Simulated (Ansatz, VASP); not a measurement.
Two plane-wave programs on Ti4C3

INCAR

```
  PREC = Accurate
  ENCUT = 520
  EDIFF = 1E-7
  ISMEAR = 0
  SIGMA = 0.1
  LREAL = False
  LASPH = True
  NELM = 150
  ALGO = Normal
  ISIF = 2
  LWAVE = False
  LCHARG = False
  ISPIN = 2
  MAGMOM = 1 1 1 1 0 0 0
  LORBIT = 11
  LMAXMIX = 4
  GGA = PE
  NBANDS = 43
```

The input KPOINTS:

```
Automatic mesh
0
Gamma
  4 4 4
```

Contents of POSCAR:

```
Ti4C3
1.0
    4.3102352000      0.0000000000      0.0000000000
    0.0000000000      4.3102352000      0.0000000000
    0.0000000000      0.0000000000      4.3102352000
Ti C
4 3
Direct
    0.5000000000      0.0000000000      0.0000000000
    0.0000000000      0.5000000000      0.0000000000
    0.0000000000      0.0000000000      0.5000000000
    0.5000000000      0.5000000000      0.5000000000
    0.0000000000      0.5000000000      0.5000000000
    0.5000000000      0.0000000000      0.5000000000
    0.5000000000      0.5000000000      0.0000000000
```

Input for Ansatz:

```yaml
crystal:
  lattice:
    - [4.3102352, 0.0, 0.0]
    - [0.0, 4.3102352, 0.0]
    - [0.0, 0.0, 4.3102352]
  atoms:
    - { symbol: Ti, position: [0.5, 0.0, 0.0], spin: 1.0 }
    - { symbol: Ti, position: [0.0, 0.5, 0.0], spin: 1.0 }
    - { symbol: Ti, position: [0.0, 0.0, 0.5], spin: 1.0 }
    - { symbol: Ti, position: [0.5, 0.5, 0.5], spin: 1.0 }
    - { symbol: C, position: [0.0, 0.5, 0.5] }
    - { symbol: C, position: [0.5, 0.0, 0.5] }
    - { symbol: C, position: [0.5, 0.5, 0.0] }
basis:
  ecutwfc: 420
kpoints:
  mp_grid: { grid: [4, 4, 4] }
hamiltonian:
  xc: pbe
scf:
  occupations: { method: gaussian, width: 0.1 }
  lower_state_search: "off"
output:
  forces: true
  stress: true
  eigenvalues: true
  populations: true
magnetization:
  spin_polarized: true
```

Change from the starting cell: relaxed end of: ordered vacancies on the anion sites of rock salt (Pm-3m, No. 221).

Alike in both runs: task single point; functional PBE; k mesh 4 × 4 × 4; occupations gaussian, width 0.1 eV; collinear spin.

|  | VASP | Ansatz |
| --- | --- | --- |
| version | VASP 6.6.1 | Ansatz 0.2.0 |
| potentials or method | VASP PAW PBE potentials, release 64 (Ti_sv, C), cutoff 520 eV | scalar-relativistic, plane waves, PAW |
| valence electrons in the cell | 60 | 60 |

|  | VASP | Ansatz | Ansatz less VASP |
| --- | --- | --- | --- |
| gap on the k mesh at the Fermi level (eV) | none | none | - |
| pressure (GPa) | 0.1 | -0.1 | -0.17 |
| net moment per atom (μB) | 0.00 | 0.00 | 0.000 |

A gap of «none» marks a metal or a gap that the smearing closes. With one functional, cell and mesh, what is left measures potentials, basis and numerics. Ansatz's warnings: seeded moment not kept.

The k mesh is coarse, so the values compare programs but aren't converged.
